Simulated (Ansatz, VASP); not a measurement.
**Two plane-wave programs on Pt**

INCAR

```
SYSTEM = Pt
PREC = Accurate
ENCUT = 520
EDIFF = 1E-6
ISMEAR = -1
SIGMA = 0.1
LREAL = .FALSE.
LASPH = .TRUE.
NELM = 80
ALGO = Normal
ISIF = 2
LWAVE = .FALSE.
LCHARG = .FALSE.
GGA = B5
ALDAX = 1.0
AGGAX = 1.0
AGGAC = 1.0
ALDAC = 0.0
NBANDS = 17
```

KPOINTS

```
Automatic mesh
0
G
  10 10 10
  0 0 0
```

POSCAR

```
Pt
1.0
    0.0000000000      2.9847764324      2.9847764324
    2.9847764324      0.0000000000      2.9847764324
    2.9847764324      2.9847764324      0.0000000000
Pt
2
Direct
    0.1250000000      0.1250000000      0.1250000000
    0.8750000000      0.8750000000      0.8750000000
```

Input for Ansatz:

```yaml
crystal:
  lattice:
    - [0.0, 2.9847764324, 2.9847764324]
    - [2.9847764324, 0.0, 2.9847764324]
    - [2.9847764324, 2.9847764324, 0.0]
  atoms:
    - { symbol: Pt, position: [0.125, 0.125, 0.125] }
    - { symbol: Pt, position: [0.875, 0.875, 0.875] }
hamiltonian:
  xc: blyp
  pseudopotentials:
    kind: paw
    azcp:
      Pt: "pseudopotentials/Pt.paw.azcp"
basis:
  ecutwfc: 420
  fft_grid_basis: typed
kpoints:
  mp_grid: { grid: [10, 10, 10], shift: [0, 0, 0] }
magnetization:
  spin_polarized: false
scf:
  occupations: { method: fermi_dirac, width: 0.1 }
  lower_state_search: "off"
output:
  stress: true
```

Alike in both runs: task single point; functional BLYP; k mesh 10 × 10 × 10; occupations fermi-dirac, width 0.1 eV; no spin polarisation.

|  | VASP | Ansatz |
| --- | --- | --- |
| version | VASP 6.6.1 | Ansatz 0.2.0 |
| potentials or method | VASP PAW PBE potentials, release 64 (Pt), cutoff 520 eV | plane waves (420 eV) with PAW, scalar-relativistic |
| valence electrons in the cell | 20 | 36 |

Ansatz gave:

```
pressure (GPa) : -3.3
```

Q: What did VASP give for the same quantities?

A: Pressure (GPa): -2.9.

VASP's potentials were made for PBE, not for BLYP. The functional is the same, so the differences come from potentials, cutoffs and numerics. VASP's potentials hold 20 valence electrons a cell and Ansatz's 36, so a difference there can come from the potentials and not from the codes.

Spin-orbit coupling is off throughout.
